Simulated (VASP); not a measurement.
Here is a VASP 6.6.1 calculation.

File INCAR:

```
ALGO     = Normal         # electronic algorithm
EDIFF    = 1E-6           # SCF threshold, eV
ENCUT    = 500            # plane-wave cutoff, eV
GGA      = CA             # functional
GGA_COMPAT= F            
ISIF     = 2              # what is computed and relaxed
ISMEAR   = -1             # smearing method
LASPH    = T              # aspherical terms in the spheres
LCHARG   = T              # write CHGCAR
LELF     = T              # ELF
LREAL    = F              # projectors in reciprocal space
LVHAR    = T            
LWAVE    = F              # write WAVECAR
NBANDS   = 20             # bands
NELM     = 120            # most SCF steps
PREC     = Accurate       # precision mode
SIGMA    = 0.08           # smearing width, eV
```

The input KPOINTS:

```
k-points
0
Gamma
  15 15 15
```

POSCAR

```
Mn
1.0
    0.0000000000      1.7450000000      1.7450000000
   -1.7450000000      1.7450000000      0.0000000000
   -1.7450000000     -1.7450000000      3.4900000000
Mn
2
Direct
    0.0000000000      0.0000000000      0.0000000000
    0.0000000000      0.5000000000      0.5000000000
```

Potentials or basis: VASP PAW LDA potentials, release 64 (Mn_pv).

Command:

```console
$ cat potpaw_LDA.64/Mn_pv/POTCAR > POTCAR
$ mpirun -np 1 vasp_std > vasp.out
```

Estimate the pressure.

-15.2 GPa.

Predict the band gap on the k mesh.

zero (bands 13 and 14 overlap by 2.60 eV).

Caveat: the cell stands under tension; the run has no spin polarisation, though such a crystal can be magnetic. Spin polarisation is off, so any magnetic state and its effect on volume and gap are missing.
